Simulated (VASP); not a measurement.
# Ca (I4/mmm) in VASP: further runs, part 2 of 2

VASP 6.6.1.

## (3) Single point, PBEsol

Input file INCAR:

```
PREC     = Accurate       # precision mode
ENCUT    = 520            # plane-wave cutoff, eV
EDIFF    = 1E-7           # SCF threshold, eV
ISMEAR   = -1             # smearing method
SIGMA    = 0.1            # smearing width, eV
LREAL    = False          # projectors in reciprocal space
LASPH    = True           # aspherical terms in the spheres
NELM     = 80             # most SCF steps
ALGO     = Normal         # electronic algorithm
ISIF     = 2              # what is computed and relaxed
LWAVE    = False          # write WAVECAR
LCHARG   = True           # write CHGCAR
GGA      = PS             # functional
LELF     = True           # ELF
LVHAR    = True         
NBANDS   = 44             # bands
```

Input file KPOINTS:

```
Automatic mesh
0
Gamma
  2 2 2
```

Input file POSCAR:

```
Ca
1.0
   -4.4104100000      4.4104100000      4.3922300000
    4.4104100000     -4.4104100000      4.3922300000
    4.4104100000      4.4104100000     -4.3922300000
Ca
7
Direct
    0.2500000000      0.2500000000      0.0000000000
    0.2500000000      0.7500000000      0.0000000000
    0.2500000000      0.7500000000      0.5000000000
    0.7500000000      0.2500000000      0.0000000000
    0.7500000000      0.2500000000      0.5000000000
    0.7500000000      0.7500000000      0.0000000000
    0.7500000000      0.7500000000      0.5000000000
```

Potentials or basis: VASP PAW PBE potentials, release 64 (Ca_sv).

Command:

```sh
cat potpaw_PBE.64/Ca_sv/POTCAR > POTCAR
mpirun -np 1 vasp_std > vasp.out
```

OUTCAR:

```text
PREC = Accurate
   ENCUT = 520
   EDIFF = 1E-7
   ISMEAR = -1
   LREAL = False
   LASPH = True
   NELM = 80
   ISIF = 2
   GGA = PS

 ion  position               nearest neighbor table
   1  0.250  0.250  0.000-
   2  0.250  0.750  0.000-
   3  0.250  0.750  0.500-
   4  0.750  0.250  0.000-
   5  0.750  0.250  0.500-
   6  0.750  0.750  0.000-
   7  0.750  0.750  0.500-

  LATTYP: Found a body centered tetragonal cell.
 ALAT       =     8.8208200000
 C/A-ratio  =     0.9958779343

  Lattice vectors:

 A1 = (  -4.4104100000,   4.4104100000,   4.3922300000)
 A2 = (   4.4104100000,  -4.4104100000,   4.3922300000)
 A3 = (   4.4104100000,   4.4104100000,  -4.3922300000)

Analysis of symmetry for initial positions (statically):
=====================================================================
 Subroutine PRICEL returns:
 Original cell was already a primitive cell.

 Routine SETGRP: Setting up the symmetry group for a
 body centered tetragonal supercell.

 Subroutine GETGRP returns: Found 16 space group operations
 (whereof  4 operations were pure point group operations)
 out of a pool of 16 trial point group operations.

The static configuration has the point symmetry C_2v.
 The point group associated with its full space group is D_4h.

Analysis of symmetry for dynamics (positions and initial velocities):
=====================================================================
 Subroutine PRICEL returns:
 Original cell was already a primitive cell.

 Routine SETGRP: Setting up the symmetry group for a
 body centered tetragonal supercell.

 Subroutine GETGRP returns: Found 16 space group operations
[... 109 lines left out ...]
   EFERMI_NEDOS =   21; number of points for ismear=-14 and -15
   IALGO  =     38    algorithm
   IMIX   =      4    mixing-type and parameters
     AMIX     =   0.40;   BMIX     =  1.00
     AMIX_MAG =   1.60;   BMIX_MAG =  1.00
  volume/ion in A,a.u.               =      48.82       329.46
  Fermi-wavevector in a.u.,A,eV,Ry     =   0.965028  1.823638 12.670817  0.931279
  Thomas-Fermi vector in A             =   2.094710
   LORBIT       =      0    0 simple, 1 ext, 2 COOP (PROOUT), +10 PAW based schemes
   GGA     = PS    functional components
   LHFCALC =     F    Hartree Fock is set to
   AEXX    =    0.0000 exact exchange contribution
   IVDW    =     0    specifies the selected vdW correction
   LEPSILON=     F    determine dielectric tensor
   LRPA    =     F    only Hartree local field effects (RPA)
 non-spin polarized calculation
  energy-cutoff  :      520.00
  volume of cell :      341.75
 maximum number of plane-waves:      9228
 NGX is ok and might be reduce to    60
   NGX = 29   NGY = 29   NGZ = 29

 number of electron      70.0000008 magnetization

 Free energy of the ion-electron system (eV)
  ---------------------------------------------------
  ext. energy  EPLUGINS =         0.00000000
  ---------------------------------------------------
  free energy    TOTEN  =       -13.89764837 eV

  energy without entropy =      -13.58169521  energy(sigma->0) =      -13.73967179

 E-fermi :   1.3227     XC(G=0):  -7.2969

 val. band max:        1.2901275873   @ k =   0.5000   0.0000   0.0000
 cond. band min:       1.4453204946   @ k =   0.5000   0.5000   0.0000
 fundamental gap:      0.1551929073
 Fermi energy:         1.3226653991

 k-point     1 :       0.0000    0.0000    0.0000
  band No.  band energies     occupation
      1     -40.8769      2.00000
      2     -40.8748      2.00000
      3     -40.8748      2.00000
      4     -40.8748      2.00000
      5     -40.6483      2.00000
      6     -40.6422      2.00000
[... 177 lines left out ...]
     43       2.6812      0.00000
     44       2.7477      0.00000

------------------------ aborting loop because EDIFF is reached ----------------------------------------

  FORCE on cell =-STRESS in cart. coord.  units (eV):
  Direction    XX          YY          ZZ          XY          YZ          ZX
  --------------------------------------------------------------------------------------
  -------------------------------------------------------------------------------------
  Total       -2.3038862     -2.3038862     -2.3216963     -0.0000000     -0.0000000      0.0000000
  in kB      -10.8011154    -10.8011154    -10.8846131     -0.0000000     -0.0000000      0.0000000
  external PRESSURE =     -10.8289479 kB  Pullay stress =       0.0000000 kB

 VOLUME and BASIS-vectors are now :
 -----------------------------------------------------------------------------
  energy-cutoff  :      520.00
  volume of cell :      341.75
      direct lattice vectors                 reciprocal lattice vectors
    -4.410410000  4.410410000  4.392230000     0.000000000  0.113368145  0.113837390
     4.410410000 -4.410410000  4.392230000     0.113368145  0.000000000  0.113837390
     4.410410000  4.410410000 -4.392230000     0.113368145  0.113368145  0.000000000

 POSITION                                       TOTAL-FORCE (eV/Angst)
 -----------------------------------------------------------------------------------
      0.00000      0.00000      2.19611         0.000000      0.000000     -0.000000
      2.20521     -2.20521      4.39223        -0.000000     -0.000000     -0.000000
      4.41041     -0.00000      2.19611         0.000000     -0.000000      0.000000
     -2.20521      2.20521      4.39223         0.000000      0.000000      0.000000
     -0.00000      4.41041      2.19611         0.000000     -0.000000     -0.000000
      0.00000      0.00000      6.58834        -0.000000      0.000000      0.000000
      2.20520      2.20520      4.39223         0.000000     -0.000000      0.000000
 -----------------------------------------------------------------------------------
    total drift:                               -0.000000      0.000000     -0.000000

  FREE ENERGIE OF THE ION-ELECTRON SYSTEM (eV)
  ---------------------------------------------------
  free  energy   TOTEN  =       -13.8976483734 eV

  energy  without entropy=      -13.5816952129  energy(sigma->0) =      -13.73967179
```

OSZICAR:

```text
N       E                     dE             d eps       ncg     rms          rms(c)
DAV:   1     0.712373553214E+03    0.71237E+03   -0.33924E+04   360   0.142E+03
DAV:   2     0.372995427249E+02   -0.67507E+03   -0.66782E+03   352   0.446E+02
DAV:   3    -0.630561836458E+01   -0.43605E+02   -0.42485E+02   540   0.795E+01
DAV:   4    -0.135260895774E+02   -0.72205E+01   -0.71455E+01   592   0.259E+01
DAV:   5    -0.141829698838E+02   -0.65688E+00   -0.65601E+00   544   0.650E+00    0.633E+00
DAV:   6    -0.139479003747E+02    0.23507E+00   -0.59680E-01   496   0.331E+00    0.346E+00
DAV:   7    -0.138972299100E+02    0.50670E-01   -0.36744E-01   432   0.254E+00    0.618E-01
DAV:   8    -0.138975578141E+02   -0.32790E-03   -0.43745E-02   520   0.959E-01    0.252E-01
DAV:   9    -0.138976078856E+02   -0.50072E-04   -0.24663E-03   528   0.215E-01    0.808E-02
DAV:  10    -0.138976520194E+02   -0.44134E-04   -0.25146E-04   504   0.921E-02    0.290E-02
DAV:  11    -0.138976443086E+02    0.77108E-05   -0.49714E-05   464   0.457E-02    0.122E-02
DAV:  12    -0.138976461724E+02   -0.18638E-05   -0.48608E-06   568   0.839E-03    0.786E-03
DAV:  13    -0.138976484236E+02   -0.22512E-05   -0.11160E-06   408   0.547E-03    0.735E-04
DAV:  14    -0.138976486643E+02   -0.24064E-06   -0.37239E-07   296   0.138E-03    0.914E-04
DAV:  15    -0.138976483753E+02    0.28897E-06   -0.25184E-07   272   0.839E-04    0.179E-04
DAV:  16    -0.138976483734E+02    0.19072E-08   -0.18425E-07   272   0.463E-04
   1 F= -.13897648E+02 E0= -.13739672E+02  d E =-.315953E+00
```

Wall time 60 s (1 thread of Intel Xeon 6975P-C (Granite Rapids), shared host); peak memory 0.48 GiB.

What came out:

```yaml
Free_energy: -13.8976 eV
Pressure: -1.1 GPa
Band_gap_on_the_k_mesh: zero (bands 35 and 36 overlap by 0.56 eV)
```

Caveat: the k points lie up to 0.50 Å⁻¹ apart, too coarse for converged energies and pressures of a metal; the PAW data sets were made with another functional, which shifts forces and pressure a little.

The gap in the log of VASP goes by the Fermi energy; the results here count the filled bands.